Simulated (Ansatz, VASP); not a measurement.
**MgAu: VASP beside Ansatz**

File INCAR:

```
PREC     = Accurate       # precision mode
ENCUT    = 520            # plane-wave cutoff, eV
EDIFF    = 1E-6           # SCF threshold, eV
ISMEAR   = -1             # smearing method
SIGMA    = 0.05           # smearing width, eV
LREAL    = F              # projectors in reciprocal space
LASPH    = T              # aspherical terms in the spheres
NELM     = 60             # most SCF steps
ALGO     = Normal         # electronic algorithm
ISIF     = 2              # what is computed and relaxed
LWAVE    = F              # write WAVECAR
LCHARG   = T              # write CHGCAR
LELF     = T              # ELF
LVHAR    = T            
NBANDS   = 14             # bands
```

File KPOINTS:

```
Automatic mesh
0
Gamma
  13 13 13
```

POSCAR

```
MgAu
1.0
    3.2481002530      0.0000000000      0.0000000000
    0.0000000000      3.2481002530      0.0000000000
    0.0000000000      0.0000000000      3.2481002530
Mg Au
1 1
Direct
    0.5000000000      0.5000000000      0.5000000000
    0.0000000000      0.0000000000      0.0000000000
```

Input for Ansatz:

```yaml
crystal:
  lattice:
    - [3.248100253, 0.0, 0.0]
    - [0.0, 3.248100253, 0.0]
    - [0.0, 0.0, 3.248100253]
  atoms:
    - { symbol: Mg, position: [0.5, 0.5, 0.5] }
    - { symbol: Au, position: [0.0, 0.0, 0.0] }
kpoints:
  mp_grid: { grid: [13, 13, 13] }
  band_path:
    path:
      - [0.0, 0.0, 0.0]
      - [0.0, 0.5, 0.0]
      - [0.5, 0.5, 0.0]
      - [0.0, 0.0, 0.0]
      - [0.5, 0.5, 0.5]
      - [0.0, 0.5, 0.0]
      - [0.5, 0.5, 0.5]
      - [0.5, 0.5, 0.0]
    npoints: 5
scf:
  occupations: { method: fermi_dirac, width: 0.05 }
hamiltonian:
  xc: lda
  pseudopotentials: { kind: all_electron, lapw: { basis_error: 0.00025 } }
output:
  forces: true
  stress: true
  eigenvalues: true
```

Change from the starting cell: volume scaled by 0.99.

Alike in both runs: task single point; functional LDA; k mesh 13 × 13 × 13; occupations fermi-dirac, width 0.05 eV; no spin polarisation.

|  | VASP | Ansatz |
| --- | --- | --- |
| version | VASP 6.6.1 | Ansatz 0.2.0 |
| potentials or method | VASP PAW LDA potentials, release 64 (Mg, Au), cutoff 520 eV | all-electron LAPW, scalar-relativistic |

```tsv
	VASP	Ansatz	Ansatz less VASP
pressure (GPa)	-3.0	-2.6	+0.39
```

LDA's correlation is that of Perdew and Zunger in VASP and of Perdew and Wang (1992) in Ansatz. Ansatz ran all-electron here, and VASP with PAW potentials.

Neither program's run includes spin-orbit coupling.
